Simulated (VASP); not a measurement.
Here is a VASP 6.6.1 calculation.

The input INCAR:

```
  PREC = Accurate
  ENCUT = 520
  EDIFF = 1E-8
  ISMEAR = 0
  SIGMA = 0.01
  LREAL = False
  LASPH = True
  NELM = 60
  ALGO = Normal
  ISIF = 2
  LWAVE = False
  LCHARG = False
  METAGGA = R2SCAN
  LMIXTAU = True
  LCALCEPS = True
```

KPOINTS

```
regular mesh
0
Gamma
  6 6 6
```

File POSCAR:

```
GaP
1.0
    0.0000000000      2.7253992874      2.6163833159
    2.7253992874      0.0000000000      2.6163833159
    2.7253992874      2.7253992874      0.0000000000
Ga P
1 1
Direct
    0.0000000000      0.0000000000      0.0000000000
    0.2500000000      0.2500000000      0.2500000000
```

Potentials or basis: VASP PAW PBE potentials, release 64 (Ga_d, P).

Command:

```bash
$ cat potpaw_PBE.64/Ga_d/POTCAR potpaw_PBE.64/P/POTCAR > POTCAR
$ mpirun -np 1 vasp_std > vasp.out
```

Task: Estimate the electronic dielectric tensor (diagonal).

Result: 9.02, 9.02, 8.63.

Task: Predict the Born charges (mean of the diagonal).

Result: Ga +2.11; P -2.11 e.

Task: Predict the band gap on the k mesh.

Result: 1.47 eV (least direct gap 2.54 eV).

Dipole moments of the cell (e·Å, modulo the quantum): ionic 6.814, 6.814, 6.541; electronic 0.010, 0.010, 0.026

Caveat: the cell differs from its parent crystal (uniaxial z strain -4.0%). A k mesh can miss the band edges.
